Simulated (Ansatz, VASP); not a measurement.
This is a calculation of InAs for VASP 6.6.1.

The input INCAR:

```
SYSTEM = InAs
PREC = Accurate
ENCUT = 520
EDIFF = 1E-7
ISMEAR = 0
SIGMA = 0.01
LREAL = .False.
LASPH = .True.
NELM = 150
ALGO = Normal
ISIF = 2
LWAVE = .False.
LCHARG = .False.
ISPIN = 2
MAGMOM = 0.5 0
LORBIT = 11
GGA = PE
NBANDS = 20
```

KPOINTS

```
Automatic mesh
0
Gamma
  8 8 8
  0 0 0
```

POSCAR

```
InAs
1.0
    0.0000000000      3.2035361467      3.2035361467
    3.2035361467      0.0000000000      3.2035361467
    3.2035361467      3.2035361467      0.0000000000
In As
1 1
Direct
    0.0000000000      0.0000000000      0.0000000000
    0.7500000000      0.7500000000      0.7500000000
```

Potentials or basis: VASP PAW PBE potentials, release 64 (In_d, As).

Command:

```console
$ cat potpaw_PBE.64/In_d/POTCAR potpaw_PBE.64/As/POTCAR > POTCAR
$ mpirun -np 1 vasp_std > vasp.out
```

Task: Set up the same calculation for Ansatz 0.2.0. Potentials there: Ansatz PAW.

Result: As run (the cutoff follows the program's own potentials):

File input.yaml:

```yaml
crystal:
  lattice:
    - [0.0, 3.2035361467, 3.2035361467]
    - [3.2035361467, 0.0, 3.2035361467]
    - [3.2035361467, 3.2035361467, 0.0]
  atoms:
    - { symbol: In, position: [0.0, 0.0, 0.0], spin: 0.5 }
    - { symbol: As, position: [0.75, 0.75, 0.75] }
hamiltonian:
  xc: pbe
  pseudopotentials: { kind: paw, core: large }
magnetization:
  spin_polarized: true
kpoints:
  mp_grid: { grid: [8, 8, 8] }
scf:
  occupations: { method: gaussian, width: 0.01 }
output:
  forces: true
  stress: true
  eigenvalues: true
```

Potentials or basis: Ansatz PAW.

Run with:

```sh
$ ansatz run input.yaml --threads 1 --pin off --max-ram 2560MiB --backend cpu --events-out ev --progress --plain --runs-dir out
```

Both were run:

|  | VASP | Ansatz | Ansatz less VASP |
| --- | --- | --- | --- |
| gap on the k mesh at the Fermi level (eV) | none | none | - |
| pressure (GPa) | -3.9 | -3.9 | -0.02 |
| net moment per atom (μB) | 0.00 | 0.00 | 0.000 |

A gap of «none» marks a metal or a gap that the smearing closes. VASP's potentials hold 18 valence electrons a cell and Ansatz's 28, so a difference there can come from the potentials and not from the codes.
